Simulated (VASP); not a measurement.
Write the native input for VASP 6.6.1 that does the following.

| Item | Value |
| --- | --- |
| Task | single point |
| Functional | PBE |
| Dispersion | D3(BJ) |
| Potentials or basis | VASP PAW PBE potentials, release 64 (Ti_sv, B) |
| Cutoff | 520 eV |
| k mesh | 9 × 9 × 14 |
| Occupations | gaussian, width 0.1 eV |
| Spin | no spin polarisation |
| Dipole correction | no |
| Further INCAR settings | ALGO = Normal; EDIFF = 1e-06; NBANDS = 24 |

The structure of TiB6 lies in POSCAR:

```
TiB6
1.0
    5.3919372878      0.0000000000      0.0000000000
   -2.6959686439      4.6695546668      0.0000000000
    0.0000000000      0.0000000000      2.5242059032
Ti B
1 6
Direct
    0.0000000000      0.0000000000      0.5000000000
    0.3472666241      0.3472666241      0.0000000000
    0.0000000000      0.6527333759      0.0000000000
    0.6527333759      0.0000000000      0.0000000000
    0.0000000000      0.3472666241      0.0000000000
    0.6527333759      0.6527333759      0.0000000000
    0.3472666241      0.0000000000      0.0000000000
```

One way to write it, as run:

INCAR

```
  PREC = Accurate
  ENCUT = 520
  EDIFF = 1E-6
  ISMEAR = 0
  SIGMA = 0.1
  LREAL = False
  LASPH = True
  NELM = 100
  ALGO = Normal
  ISIF = 2
  LWAVE = False
  LCHARG = False
  GGA = PE
  IVDW = 12
  NBANDS = 24
```

KPOINTS

```
Automatic mesh
0
Gamma
  9 9 14
```

Potentials or basis: VASP PAW PBE potentials, release 64 (Ti_sv, B).

Launch:

```bash
$ cat potpaw_PBE.64/Ti_sv/POTCAR potpaw_PBE.64/B/POTCAR > POTCAR
$ mpirun -np 1 vasp_std > vasp.out
```

It gave:

```yaml
Pressure: -0.1 GPa
Largest_force: 0.007 eV/Å
Band_gap_on_the_k_mesh: zero (band 15 reaches 8.00 eV, above the bottom of band 16 at 4.42 eV)
Dispersion_energy_per_atom: -0.249 eV
```

Caveat: pairwise dispersion overbinds metals, which lowers pressure and volume.

Wall time 100 s on 1 thread of Intel(R) Xeon(R) Platinum 8488C (Sapphire Rapids), on a shared host, peak memory 0.26 GiB.
